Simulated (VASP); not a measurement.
**BN: single point with PBEsol**

The system is BN.

```
CELL_PARAMETERS angstrom
2.55394 0.00000 0.00000
-1.27697 2.21178 0.00000
0.00000 0.00000 4.22685
ATOMIC_POSITIONS crystal
B 0.66667 0.33333 0.99972
B 0.33333 0.66667 0.49972
N 0.62299 0.30136 0.60162
N 0.33333 0.66667 0.12528
```

This cell differs from its parent crystal: atom 3 (N) moved by (-0.100, -0.100) A along [1 1 0] and z.

| Quantity | Value |
| --- | --- |
| Program | VASP 6.6.1 |
| Task | single point |
| Functional | PBEsol |
| Potentials or basis | VASP PAW PBE potentials, release 64 (B, N) |
| Cutoff | 520 eV |
| k mesh | 12 × 12 × 6 |
| Occupations | gaussian, width 0.05 eV |
| Spin | no spin polarisation |

```json
{
 "Pressure": "-1.5 GPa",
 "Largest force": "4.411 eV/Å",
 "Band gap on the k mesh": "5.08 eV, indirect (least direct gap 7.50 eV)"
}
```

Forces in eV/Å, atoms in the order of the input:
```
B   -0.303 -0.316 -0.475
B   -1.329 -1.768 -1.598
N    1.676  2.137  3.476
N   -0.044 -0.053 -1.402
```

Stress tensor (GPa, compression positive):
```
-4.97 -2.82  0.67
-2.82  2.49  1.63
 0.67  1.63 -2.04
```

Levels at points of the mesh, in eV from the valence-band top:
```
           k point  band 4  band 5  band 6  band 7  band 8  band 9  band 10  band 11  band 12  band 13
(0.00, 0.00, 0.00)   -3.22   -2.11   -0.75   -0.37    0.00    7.50     7.69     8.33     8.95    10.02
(0.50, 0.00, 0.00)   -8.01   -7.25   -5.73   -3.91   -2.90    6.07     6.81    10.64    10.87    11.86
(0.00, 0.50, 0.00)   -8.52   -6.85   -5.29   -4.71   -2.57    6.13     7.97    10.67    10.86    11.87
(0.50, 0.50, 0.00)   -8.37   -6.99   -5.35   -4.49   -2.63    6.04     7.61    10.60    10.77    11.96
(0.00, 0.00, 0.50)   -5.57   -2.75   -1.50   -1.42   -0.99    8.06     8.63     9.28     9.45     9.53
(0.50, 0.00, 0.50)  -10.10   -5.01   -4.01   -3.94   -3.39    5.63     6.17     9.02     9.67    13.62
(0.00, 0.50, 0.50)  -10.29   -4.40   -3.95   -3.78   -3.22    5.83     6.03     8.74     9.36    13.63
(0.50, 0.50, 0.50)  -10.26   -4.57   -4.00   -3.79   -3.19    5.83     5.93     8.78     9.33    13.64
```

It took 83 s on 1 thread of Intel(R) Xeon(R) 6975P-C (Granite Rapids), with other jobs on the host, peak memory 0.24 GiB.

Caveat: the cell differs from its parent crystal (atom 3 (N) moved by (-0.100, -0.100) A along [1 1 0] and z); the PAW data sets were made with another functional, which shifts forces and pressure a little. A k mesh can miss the band edges.
